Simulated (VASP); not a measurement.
Input of a VASP 6.6.1 run:

Contents of INCAR:

```
SYSTEM = Li
  ALGO = Normal
  EDIFF = 1E-6
  EDIFFG = -0.01
  ENCUT = 600
  GGA = PS
  IBRION = 2
  ISIF = 3
  ISMEAR = -1
  LASPH = .TRUE.
  LCHARG = .FALSE.
  LREAL = .FALSE.
  LWAVE = .FALSE.
  NELM = 60
  NSW = 60
  PREC = Accurate
  PSTRESS = 100.0
  SIGMA = 0.05
```

KPOINTS

```
k-points
0
G
  11 11 11
  0 0 0
```

Contents of POSCAR:

```
Li
1.0
   -1.7546500000      1.7546500000      1.7546500000
    1.7546500000     -1.7546500000      1.7546500000
    1.7546500000      1.7546500000     -1.7546500000
Li
1
Direct
    0.0000000000      0.0000000000      0.0000000000
```

Potentials or basis: VASP PAW PBE potentials, release 64 (Li_sv).

Command:

```bash
$ cat potpaw_PBE.64/Li_sv/POTCAR > POTCAR
$ mpirun -np 1 vasp_std > vasp.out
```

Question: Estimate the space group after relaxing (to 0.05 Å).

Answer: Im-3m (No. 229).

Question: Estimate the relaxed volume.

Answer: 13.77 Å³/atom.

Question: What does it give for the relaxed cell?

Answer: a = 2.615 Å, b = 2.615 Å, c = 2.615 Å, α = 109.47°, β = 109.47°, γ = 109.47°.

Step by step:
```csv
step,energy change (eV),largest force (eV/Å),pressure (GPa),volume (Å³)
1,0.0000,0.0000,-0.92,21.61
2,0.0137,0.0000,2.52,17.32
3,0.0889,0.0000,7.25,14.72
4,0.1483,0.0000,10.38,13.63
5,0.1396,0.0000,9.92,13.77
```

Caveat: the cutoff is under 1.25 times the usual one of these potentials, so pressure, stress and relaxed cells hold a basis-set (Pulay) error; the cell is relaxed towards a set pressure, so the enthalpy falls and the energy may rise; the volume moved by over 15 % at a fixed basis, so the end points are rough; the PAW data sets were made with another functional, which shifts forces and pressure a little.
